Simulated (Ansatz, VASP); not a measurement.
## TiO: VASP beside Ansatz

```
Ti O
1.0
     2.92800    0.00000    0.00000
    -1.46400    2.53572    0.00000
     0.00000    0.00000    2.57030
Ti O
1 1
Direct
  0.66667 0.33333 0.00000
  0.00000 0.00000 0.50000
```

Alike in both runs: task single point; functional PBEsol; k mesh 18 × 18 × 16; occupations gaussian, width 0.15 eV; no spin polarisation.

|  | VASP | Ansatz |
| --- | --- | --- |
| version | VASP 6.6.1 | Ansatz 0.2.0 |
| potentials or method | VASP PAW PBE potentials, release 64 (Ti_sv, O), cutoff 520 eV | scalar-relativistic, plane waves, PAW |
| valence electrons in the cell | 18 | 18 |

```csv
,VASP,Ansatz,Ansatz less VASP
gap on the k mesh at the Fermi level (eV),none,none,-
pressure (GPa),2.3,1.5,-0.76
"traceless stress, the component that is largest in VASP (GPa)",37.68,37.63,-0.050
```

VASP's potentials were made for PBE, not for PBEsol, and Ansatz warns of the same on its side. A gap of «none» marks a metal or a gap that the smearing closes.
